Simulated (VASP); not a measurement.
# Ti3B6N in VASP: single point with PBE

Aim: the single point of Ti3B6N with PBE.

All numbers are computed with VASP 6.6.1; they aren't measurements. Logs are shortened: lines on timing, memory, paths and dates and some standing lists are left out, and cuts for length are marked.

## Step 1: The cell of the first run

The cell holds a slab with vacuum, 10 atoms: a = 3.032 Å, b = 4.425 Å, c = 21.637 Å, α = 90.00°, β = 90.00°, γ = 110.03°.

## Step 2: Single point, PBE

File INCAR:

```
PREC = Accurate
ENCUT = 520
EDIFF = 1E-6
ISMEAR = 0
SIGMA = 0.1
LREAL = F
LASPH = T
NELM = 100
ALGO = Normal
ISIF = 2
LWAVE = F
LCHARG = F
LDIPOL = T
IDIPOL = 3
DIPOL = 0.5 0.5 0.309
GGA = PE
NBANDS = 40
```

File KPOINTS:

```
Automatic mesh
0
Gamma
  9 7 1
```

File POSCAR:

```
Ti3B6N
1.0
    3.0321012950      0.0000000000      0.0000000000
   -1.5160506475      4.1575960387      0.0000000000
    0.0000000000      0.0000000000     21.6365012870
B Ti N
6 3 1
Direct
    0.4162083558      0.8324167117      0.1848727734
    0.9826916982      0.9653833964      0.2162373473
    0.1156583829      0.2313167658      0.2789664953
    0.6841555002      0.3682035919      0.3103241285
    0.8188849641      0.6374753617      0.3780133493
    0.3948399341      0.7893602615      0.3991634864
    0.6994500270      0.3989000541      0.2005550604
    0.3994230469      0.7987873805      0.2937076121
    0.0978377712      0.1958824013      0.3870006528
    1.2698399341      1.6643602615      0.4458438617
```

Potentials or basis: VASP PAW PBE potentials, release 64 (B, Ti_sv, N).

Command:

```bash
> cat potpaw_PBE.64/B/POTCAR potpaw_PBE.64/Ti_sv/POTCAR potpaw_PBE.64/N/POTCAR > POTCAR
> mpirun -np 1 vasp_std > vasp.out
```

OUTCAR:

```text
PREC = Accurate
   ENCUT = 520
   EDIFF = 1E-6
   ISMEAR = 0
   LREAL = F
   LASPH = T
   NELM = 100
   ISIF = 2
   GGA = PE

 ion  position               nearest neighbor table
   1  0.416  0.832  0.185-   2 1.75   2 1.75   8 2.36   7 2.38   7 2.38   7 2.38
   2  0.983  0.965  0.216-   1 1.75   1 1.75   3 1.75   8 2.36   8 2.36   7 2.38   7 2.38   7 2.38

   3  0.116  0.231  0.279-   2 1.75   4 1.76   4 1.76   9 2.34   8 2.37   8 2.37   7 2.38   7 2.38
                             8 2.38
   4  0.684  0.368  0.310-   3 1.76   3 1.76   5 1.84   9 2.36   9 2.36   8 2.37   8 2.37   7 2.38
                             8 2.39
   5  0.819  0.637  0.378-   6 1.70   6 1.70   4 1.84   9 2.33   9 2.39   9 2.39   8 2.46   8 2.47

   6  0.395  0.789  0.399-  10 1.15   5 1.70   5 1.70   8 2.28   9 2.29   9 2.29   9 2.48
   7  0.699  0.399  0.201-   4 2.38   2 2.38   2 2.38   1 2.38   1 2.38   2 2.38   1 2.38   3 2.38
                             3 2.38
   8  0.399  0.799  0.294-   6 2.28   1 2.36   2 2.36   2 2.36   4 2.37   4 2.37   3 2.37   3 2.37
                             3 2.38   4 2.39   5 2.46   5 2.47
   9  0.098  0.196  0.387-   6 2.29   6 2.29   5 2.33  10 2.33   3 2.34   4 2.36   4 2.36   5 2.39
                             5 2.39   6 2.48
  10  0.270  0.664  0.446-   6 1.15   9 2.33

  LATTYP: Found a base centered orthorhombic cell.
 ALAT       =     3.0321012950
 B/A-ratio  =     2.7423859787
 C/A-ratio  =     7.1358108394

  Lattice vectors:

 A1 = (   1.5160506475,  -4.1575960387,   0.0000000000)
 A2 = (   1.5160506475,   4.1575960387,   0.0000000000)
 A3 = (   0.0000000000,   0.0000000000,  21.6365012870)

Analysis of symmetry for initial positions (statically):
=====================================================================
 Subroutine PRICEL returns:
 Original cell was already a primitive cell.

 Routine SETGRP: Setting up the symmetry group for a
 base centered orthorhombic supercell.

 Subroutine GETGRP returns: Found  1 space group operations
 (whereof  1 operations were pure point group operations)
 out of a pool of  8 trial point group operations.

The static configuration has the point symmetry C_1 .

Analysis of symmetry for dynamics (positions and initial velocities):
=====================================================================
 Subroutine PRICEL returns:
 Original cell was already a primitive cell.

 Routine SETGRP: Setting up the symmetry group for a
 base centered orthorhombic supercell.

 Subroutine GETGRP returns: Found  1 space group operations
 (whereof  1 operations were pure point group operations)
[... 158 lines left out ...]
   IMIX   =      4    mixing-type and parameters
     AMIX     =   0.40;   BMIX     =  1.00
     AMIX_MAG =   1.60;   BMIX_MAG =  1.00
  volume/ion in A,a.u.               =      27.28       184.06
  Fermi-wavevector in a.u.,A,eV,Ry     =   0.982731  1.857092 13.139956  0.965759
  Thomas-Fermi vector in A             =   2.113835
   LORBIT       =      0    0 simple, 1 ext, 2 COOP (PROOUT), +10 PAW based schemes
   GGA     = PE    functional components
   LHFCALC =     F    Hartree Fock is set to
   AEXX    =    0.0000 exact exchange contribution
   IVDW    =     0    specifies the selected vdW correction
   LEPSILON=     F    determine dielectric tensor
   LRPA    =     F    only Hartree local field effects (RPA)
 non-spin polarized calculation
 Gauss-broadening in eV      SIGMA  =   0.10
  energy-cutoff  :      520.00
  volume of cell :      272.76
 maximum number of plane-waves:      7387
   NGX = 11   NGY = 17   NGZ = 81

 dipolmoment           0.000000      0.000000     -0.001106 electrons x Angstroem

 number of electron      59.0000002 magnetization

 dipolmoment           0.000000      0.000000      0.078444 electrons x Angstroem

 Free energy of the ion-electron system (eV)
  ---------------------------------------------------
  ext. energy  EPLUGINS =         0.00000000
  ---------------------------------------------------
  free energy    TOTEN  =       -73.35584573 eV

  energy without entropy =      -73.33412151  energy(sigma->0) =      -73.34498362

 E-fermi :  -0.5750     XC(G=0):  -4.7801

 val. band max:       -0.5775687596   @ k =   0.0000   0.1429   0.0000
 cond. band min:      -0.5695878838   @ k =  -0.3333   0.4286   0.0000
 fundamental gap:      0.0079808758
 Fermi energy:        -0.5750209126

 k-point     1 :       0.0000    0.0000    0.0000
  band No.  band energies     occupation
      1     -57.6627      2.00000
      2     -57.4189      2.00000
      3     -57.3712      2.00000
      4     -34.0512      2.00000
      5     -34.0465      2.00000
      6     -33.8770      2.00000
[... 1021 lines left out ...]
     39       2.1356      0.00000
     40       2.2180      0.00000

 [... further k-points ...]

------------------------ aborting loop because EDIFF is reached ----------------------------------------

 vacuum level on the upper side and lower side of the slab       (xc-potential included)         0.380        -0.696

  FORCE on cell =-STRESS in cart. coord.  units (eV):
  Direction    XX          YY          ZZ          XY          YZ          ZX
  --------------------------------------------------------------------------------------
  -------------------------------------------------------------------------------------
  Total        2.3746876      1.1873472     13.8107732      1.5132021     -9.5434896     -5.4124493
  in kB       13.9490306      6.9745353     81.1251558      8.8886229    -56.0589236    -31.7929914
  external PRESSURE =      34.0162406 kB  Pullay stress =       0.0000000 kB

 VOLUME and BASIS-vectors are now :
 -----------------------------------------------------------------------------
  energy-cutoff  :      520.00
  volume of cell :      272.76
      direct lattice vectors                 reciprocal lattice vectors
     3.032101295  0.000000000  0.000000000     0.329804285  0.120261804  0.000000000
    -1.516050647  4.157596039  0.000000000     0.000000000  0.240523608  0.000000000
     0.000000000  0.000000000 21.636501287     0.000000000  0.000000000  0.046218193

 POSITION                                       TOTAL-FORCE (eV/Angst)
 -----------------------------------------------------------------------------------
     -0.00000      3.46085      4.00000         0.038605     -0.664304      0.885451
      1.51605      4.01367      4.67862         0.048174     -0.290051     -1.472453
      0.00000      0.96172      6.03586         0.009353      0.135689     -0.123526
      1.51621      1.53084      6.71433         0.150328      0.115407      0.404804
      1.51650      2.65037      8.17889         0.897784     -0.851438     -1.863138
      0.00048      3.28184      8.63650         3.386601      7.694623    -14.645894
      1.51605      1.65847      4.33931         0.037188      0.905675      0.536177
      0.00009      3.32104      6.35481        -0.162308     -0.032095      0.699554
     -0.00031      0.81440      8.37334         0.065145      2.116689      0.040293
     -0.18902      2.76214      9.64650        -4.470869     -9.130197     15.538732
 -----------------------------------------------------------------------------------
    total drift:                                0.000129     -0.000316      0.000298

  FREE ENERGIE OF THE ION-ELECTRON SYSTEM (eV)
  ---------------------------------------------------
  free  energy   TOTEN  =       -73.3558457264 eV

  energy  without entropy=      -73.3341215097  energy(sigma->0) =      -73.34498362

 vacuum level on the upper side and lower side of the slab         5.123         4.061
```

OSZICAR:

```text
N       E                     dE             d eps       ncg     rms          rms(c)
DAV:   1     0.652741164378E+03    0.65274E+03   -0.29257E+04  2880   0.136E+03
DAV:   2    -0.544020346368E+01   -0.65818E+03   -0.63821E+03  3000   0.416E+02
DAV:   3    -0.829405977196E+02   -0.77500E+02   -0.76377E+02  3848   0.140E+02
[... 21 lines left out ...]
DAV:  25    -0.733558297053E+02   -0.15152E-04   -0.88114E-07  2056   0.415E-03    0.878E-04
DAV:  26    -0.733558384142E+02   -0.87089E-05   -0.50679E-07  1952   0.308E-03    0.492E-04
DAV:  27    -0.733558431968E+02   -0.47826E-05   -0.26131E-07  1864   0.181E-03    0.403E-04
DAV:  28    -0.733558449515E+02   -0.17547E-05   -0.10060E-07  1624   0.114E-03    0.374E-04
DAV:  29    -0.733558457264E+02   -0.77486E-06   -0.52268E-08  1672   0.833E-04
   1 F= -.73355846E+02 E0= -.73344984E+02  d E =-.217242E-01
```

stdout:

```text
POSCAR found type information on POSCAR B TiN
 POSCAR found :  3 types and      10 ions
 scaLAPACK will be used
 LDA part: xc-table for (Slater+PW92), standard interpolation
 -----------------------------------------------------------------------------
|                                                                             |
|           W    W    AA    RRRRR   N    N  II  N    N   GGGG   !!!           |
|           W    W   A  A   R    R  NN   N  II  NN   N  G    G  !!!           |
|           W    W  A    A  R    R  N N  N  II  N N  N  G       !!!           |
|           W WW W  AAAAAA  RRRRR   N  N N  II  N  N N  G  GGG   !            |
|           WW  WW  A    A  R   R   N   NN  II  N   NN  G    G                |
|           W    W  A    A  R    R  N    N  II  N    N   GGGG   !!!           |
|                                                                             |
|     Your reciprocal lattice and k-lattice belong to different lattice       |
|     classes:                                                                |
|                                                                             |
|        The reciprocal lattice is base centered orthorhombic,                |
|        whereas your k-lattice is simple monoclinic.                         |
|                                                                             |
|     Results are often still useful ...                                      |
|                                                                             |
 -----------------------------------------------------------------------------

 POSCAR, INCAR and KPOINTS ok, starting setup
 FFT: planning ... GRIDC
 FFT: planning ... GRID_SOFT
 FFT: planning ... GRID
 WAVECAR not read
 entering main loop
```

It took 6.4 min on 1 thread of Intel Xeon 6975P-C (Granite Rapids), shared host; peak memory 0.53 GiB.

Results:

| Quantity | Value |
| --- | --- |
| Free energy | -73.3558 eV |
| Largest force | 18.569 eV/Å |
| Band gap on the k mesh | zero (an odd number of electrons rules out a gap without spin polarisation) |

Forces on the atoms (eV/Å):
```
B     0.039  -0.664   0.885
B     0.048  -0.290  -1.472
B     0.009   0.136  -0.124
B     0.150   0.115   0.405
B     0.898  -0.851  -1.863
B     3.387   7.695 -14.646
Ti    0.037   0.906   0.536
Ti   -0.162  -0.032   0.700
Ti    0.065   2.117   0.040
N    -4.471  -9.130  15.539
```
